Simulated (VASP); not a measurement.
# AlNi (NiAs type) (P6_3/mmc) in VASP: further runs

Runs on AlNi (NiAs type). Level: PBE. Tasks: single point.

All numbers are computed with VASP 6.6.1; they aren't measurements. Logs are shortened: lines on timing, memory, paths and dates and some standing lists are left out, and cuts for length are marked.

**1. The cell of the first run**

The structure is hexagonal, space group P6_3/mmc (No. 194). The conventional cell has a = 2.371 Å, b = 2.371 Å, c = 6.903 Å, α = 90.00°, β = 90.00°, γ = 120.00°. Within 2.9 Å of Ni (site symmetry -3m) lie 6 Al at 2.20 Å and 6 Ni at 2.37 Å. Within 2.9 Å of Al (site symmetry -6m2) lie 6 Ni at 2.20 Å and 6 Al at 2.37 Å.

**2. Single point, PBE**

The input, INCAR:

```
SYSTEM = AlNi
ALGO     = Normal         ! electronic algorithm
EDIFF    = 1E-7           ! SCF threshold, eV
ENCUT    = 520            ! plane-wave cutoff, eV
GGA      = PE             ! functional
ISIF     = 2              ! what is computed and relaxed
ISMEAR   = -1             ! smearing method
LASPH    = .TRUE.         ! aspherical terms in the spheres
LCHARG   = .TRUE.         ! write CHGCAR
LELF     = .TRUE.         ! ELF
LREAL    = .FALSE.        ! projectors in reciprocal space
LVHAR    = .TRUE.       
LWAVE    = .FALSE.        ! write WAVECAR
NBANDS   = 21             ! bands
NELM     = 100            ! most SCF steps
PREC     = Accurate       ! precision mode
SIGMA    = 0.05           ! smearing width, eV
```

The input, KPOINTS:

```
k-points
0
G
  12 12 7
  0 0 0
```

The input, POSCAR:

```
AlNi
1.0
    2.3708106257      0.0000000000      0.0000000000
   -1.1854053128      2.0531822295      0.0000000000
    0.0000000000      0.0000000000      6.9032411963
Ni Al
2 2
Direct
    0.0000000000      0.0000000000      0.0000000000
    0.0000000000      0.0000000000      0.5000000000
    0.3333333333      0.6666666667      0.2500000000
    0.6666666667      0.3333333333      0.7500000000
```

Potentials or basis: VASP PAW PBE potentials, release 64 (Ni, Al).

The run is started by

```bash
> cat potpaw_PBE.64/Ni/POTCAR potpaw_PBE.64/Al/POTCAR > POTCAR
> mpirun -np 1 vasp_std > vasp.out
```

OUTCAR:

```text
SYSTEM = AlNi
   EDIFF = 1E-7
   ENCUT = 520
   GGA = PE
   ISIF = 2
   ISMEAR = -1
   LASPH = .TRUE.
   LREAL = .FALSE.
   NELM = 100
   PREC = Accurate

 ion  position               nearest neighbor table
   1  0.000  0.000  0.000-   3 2.20   4 2.20   4 2.20   3 2.20   4 2.20   3 2.20
   2  0.000  0.000  0.500-   3 2.20   4 2.20   4 2.20   3 2.20   4 2.20   3 2.20
   3  0.333  0.667  0.250-   1 2.20   2 2.20   1 2.20   2 2.20   1 2.20   2 2.20
   4  0.667  0.333  0.750-   1 2.20   2 2.20   1 2.20   2 2.20   1 2.20   2 2.20

  LATTYP: Found a hexagonal cell.
 ALAT       =     2.3708106257
 C/A-ratio  =     2.9117640698

  Lattice vectors:

 A1 = (   2.3708106257,   0.0000000000,   0.0000000000)
 A2 = (  -1.1854053128,   2.0531822295,   0.0000000000)
 A3 = (   0.0000000000,   0.0000000000,   6.9032411963)

Analysis of symmetry for initial positions (statically):
=====================================================================
 Subroutine PRICEL returns:
 Original cell was already a primitive cell.

 Routine SETGRP: Setting up the symmetry group for a
 hexagonal supercell.

 Subroutine GETGRP returns: Found 24 space group operations
 (whereof 12 operations were pure point group operations)
 out of a pool of 24 trial point group operations.

The static configuration has the point symmetry D_3d.
 The point group associated with its full space group is D_6h.

Analysis of symmetry for dynamics (positions and initial velocities):
=====================================================================
 Subroutine PRICEL returns:
 Original cell was already a primitive cell.

 Routine SETGRP: Setting up the symmetry group for a
 hexagonal supercell.

 Subroutine GETGRP returns: Found 24 space group operations
 (whereof 12 operations were pure point group operations)
 out of a pool of 24 trial point group operations.

The dynamic configuration has the point symmetry D_3d.
 The point group associated with its full space group is D_6h.

 Subroutine INISYM returns: Found 24 space group operations
 (whereof 12 operations are pure point group operations),
 and found     1 'primitive' translations

----------------------------------------------------------------------------------------

                                     Primitive cell

  volume of cell :      33.6030

  direct lattice vectors                    reciprocal lattice vectors
[... 83 lines left out ...]
   ISTART =      0    job   : 0-new  1-cont  2-samecut
   ICHARG =      2    charge: 1-file 2-atom 10-const
   ISPIN  =      1    spin polarized calculation?
   LNONCOLLINEAR =      F non collinear calculations
   LSORBIT =      F    spin-orbit coupling
   LASPH  =      T    aspherical Exc in radial PAW
   ENCUT  =  520.0 eV  38.22 Ry    6.18 a.u.   4.41  4.41 12.84*2*pi/ulx,y,z
   NELM   =    100;   NELMIN=  2; NELMDL= -5     # of ELM steps
   EDIFF  = 0.1E-06   stopping-criterion for ELM
   LREAL  =      F    real-space projection
   EDIFFG = 0.1E-05   stopping-criterion for IOM
   NSW    =      0    number of steps for IOM
   IBRION =     -1    ionic relax: 0-MD 1-quasi-New 2-CG
   NFREE  =      0    steps in history (QN), initial steepest desc. (CG)
   ISIF   =      2    stress and relaxation
   ISYM   =      2    0-nonsym 1-usesym 2-fastsym
   POTIM  = 0.5000    time-step for ionic-motion
   TEBEG  =    0.0;   TEEND  =   0.0 temperature during run
   PSTRESS=    0.0 pullay stress
   NELECT =      26.0000    total number of electrons
   NUPDOWN=      -1.0000    fix difference up-down
   EMIN   =  10.00;   EMAX   =-10.00  energy-range for DOS
   EFERMI =   0.00;   METHOD = LEGACY
   ISMEAR =    -1;   SIGMA  =   0.05  broadening in eV -4-tet -1-fermi 0-gaus
   EFERMI_NEDOS =   21; number of points for ismear=-14 and -15
   IALGO  =     38    algorithm
   IMIX   =      4    mixing-type and parameters
     AMIX     =   0.40;   BMIX     =  1.00
     AMIX_MAG =   1.60;   BMIX_MAG =  1.00
  volume/ion in A,a.u.               =       8.40        56.69
  Fermi-wavevector in a.u.,A,eV,Ry     =   1.502935  2.840135 30.733017  2.258813
  Thomas-Fermi vector in A             =   2.614111
   LORBIT       =      0    0 simple, 1 ext, 2 COOP (PROOUT), +10 PAW based schemes
   GGA     = PE    functional components
   LHFCALC =     F    Hartree Fock is set to
   AEXX    =    0.0000 exact exchange contribution
   IVDW    =     0    specifies the selected vdW correction
   LEPSILON=     F    determine dielectric tensor
   LRPA    =     F    only Hartree local field effects (RPA)
 non-spin polarized calculation
  energy-cutoff  :      520.00
  volume of cell :       33.60
 maximum number of plane-waves:       943
 NGX is ok and might be reduce to    18
   NGX =  9   NGY =  9   NGZ = 25

 number of electron      26.0000026 magnetization

 Free energy of the ion-electron system (eV)
  ---------------------------------------------------
  ext. energy  EPLUGINS =         0.00000000
  ---------------------------------------------------
  free energy    TOTEN  =       -15.18560877 eV

  energy without entropy =      -15.17896673  energy(sigma->0) =      -15.18228775

 E-fermi :  15.4292     XC(G=0): -13.8678

 val. band max:       15.3830954182   @ k =   0.4167   0.1667   0.4286
 cond. band min:      15.4427241688   @ k =   0.4167   0.0833   0.4286
 fundamental gap:      0.0596287506
 Fermi energy:        15.4292436471

 k-point     1 :       0.0000    0.0000    0.0000
  band No.  band energies     occupation
      1       1.3904      2.00000
      2       3.7881      2.00000
      3       5.5528      2.00000
      4       9.3903      2.00000
      5      11.3790      2.00000
      6      12.4465      2.00000
[... 565 lines left out ...]
     20      27.7602      0.00000
     21      28.6722      0.00000

 [... further k-points ...]
[... 5 lines left out ...]
  --------------------------------------------------------------------------------------
  -------------------------------------------------------------------------------------
  Total       29.3769404     29.3769404     29.3129462      0.0000000     -0.0000000      0.0000000
  in kB     1400.6826059   1400.6826060   1397.6313808      0.0000000     -0.0000000      0.0000000
  external PRESSURE =    1399.6655309 kB  Pullay stress =       0.0000000 kB

 VOLUME and BASIS-vectors are now :
 -----------------------------------------------------------------------------
  energy-cutoff  :      520.00
  volume of cell :       33.60
      direct lattice vectors                 reciprocal lattice vectors
     2.370810626  0.000000000  0.000000000     0.421796659  0.243524414  0.000000000
    -1.185405313  2.053182229  0.000000000     0.000000000  0.487048829  0.000000000
     0.000000000  0.000000000  6.903241196     0.000000000  0.000000000  0.144859490

 POSITION                                       TOTAL-FORCE (eV/Angst)
 -----------------------------------------------------------------------------------
      0.00000      0.00000      0.00000        -0.000000      0.000000     -0.000000
      0.00000      0.00000      3.45162        -0.000000      0.000000     -0.000000
     -0.00000      1.36879      1.72581         0.000000     -0.000000      0.000000
      1.18541      0.68439      5.17743         0.000000      0.000000      0.000000
 -----------------------------------------------------------------------------------
    total drift:                               -0.000000      0.000000      0.000000

  FREE ENERGIE OF THE ION-ELECTRON SYSTEM (eV)
  ---------------------------------------------------
  free  energy   TOTEN  =       -15.1856087736 eV

  energy  without entropy=      -15.1789667269  energy(sigma->0) =      -15.18228775
```

It took 99 s on 1 thread of AMD EPYC 7R13, shared host; peak memory 0.15 GiB.

What came out:

```yaml
Free_energy: -15.1856 eV
Pressure: 140.0 GPa
Band_gap_on_the_k_mesh: zero (band 13 reaches 16.40 eV, above the bottom of band 14 at 13.35 eV)
```

Spin polarisation is off, so any magnetic state and its effect on volume and gap are missing.

**3. Single point, PBE**

The input, INCAR:

```
PREC     = Accurate       # precision mode
ENCUT    = 520            # plane-wave cutoff, eV
EDIFF    = 1E-6           # SCF threshold, eV
ISMEAR   = -1             # smearing method
SIGMA    = 0.05           # smearing width, eV
LREAL    = False          # projectors in reciprocal space
LASPH    = True           # aspherical terms in the spheres
NELM     = 60             # most SCF steps
ALGO     = Normal         # electronic algorithm
ISIF     = 2              # what is computed and relaxed
LWAVE    = False          # write WAVECAR
LCHARG   = False          # write CHGCAR
GGA      = PE             # functional
NBANDS   = 21             # bands
```

The input, KPOINTS:

```
Automatic mesh
0
Gamma
  12 12 7
```

POSCAR, as its differences from that of step 2:

```diff
@@ -3,3 +3,3 @@
     2.3708106257      0.0000000000      0.0000000000
-   -1.1854053128      2.0531822295      0.0000000000
+   -1.1854053128      2.0531822294      0.0000000000
     0.0000000000      0.0000000000      6.9032411963
```

Potentials or basis: VASP PAW PBE potentials, release 64 (Ni, Al).

The run is started by

```bash
> cat potpaw_PBE.64/Ni/POTCAR potpaw_PBE.64/Al/POTCAR > POTCAR
> mpirun -np 1 vasp_std > vasp.out
```

Run time: 84 s. Hardware: 1 thread of AMD EPYC 7R13, shared host; peak memory 0.15 GiB.

It converged, with:

| Property | Result |
| --- | --- |
| Free energy | -15.1856 eV |
| Pressure | 139.9 GPa |
| Band gap on the k mesh | zero (band 13 reaches 16.40 eV, above the bottom of band 14 at 13.35 eV) |

Stress tensor (GPa, compression positive):
```
140.02   0.00   0.00
  0.00 140.02   0.00
  0.00   0.00 139.73
```

Levels at points of the mesh, in eV from the Fermi level:
```
           k point  band 9  band 10  band 11  band 12  band 13  band 14  band 15  band 16  band 17  band 18
(0.00, 0.00, 0.00)   -2.98    -2.72    -2.14    -2.14    -2.04    -2.04     3.65    10.47    15.84    15.84
(0.50, 0.00, 0.00)   -2.72    -2.61    -1.87    -0.68    -0.68     0.77     2.46     4.16     4.93     6.54
```

Spin polarisation is off, so any magnetic state and its effect on volume and gap are missing.
